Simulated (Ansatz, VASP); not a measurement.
**One calculation of TiC, two programs**

```xyz
2
Lattice="0.0000 2.1465 2.1465 2.1465 0.0000 2.1465 2.1465 2.1465 0.0000" Properties=species:S:1:pos:R:3 pbc="T T T"
Ti    0.0000    0.0000    0.0000
C     2.1465    2.1465    2.1465
```

Alike in both runs: functional PBEsol; k mesh 16 × 16 × 16; occupations gaussian, width 0.1 eV; no spin polarisation.

Ansatz relaxed the structure, and its values are those at the end. VASP's run is a single point on that final structure, the one shown.

|  | VASP | Ansatz |
| --- | --- | --- |
| version | VASP 6.6.1 | Ansatz 0.2.0 |
| potentials or method | VASP PAW PBE potentials, release 64 (Ti_sv, C), cutoff 600 eV | scalar-relativistic, plane waves, PAW |
| valence electrons in the cell | 16 | 16 |

|  | VASP | Ansatz | Ansatz less VASP |
| --- | --- | --- | --- |
| gap on the k mesh at the Fermi level (eV) | none | none | - |
| pressure (GPa) | 0.2 | 0.0 | -0.25 |

VASP's potentials were made for PBE, not for PBEsol, and Ansatz warns of the same on its side. A gap of «none» marks a metal or a gap that the smearing closes. The functional is the same, so the differences come from potentials, cutoffs and numerics.
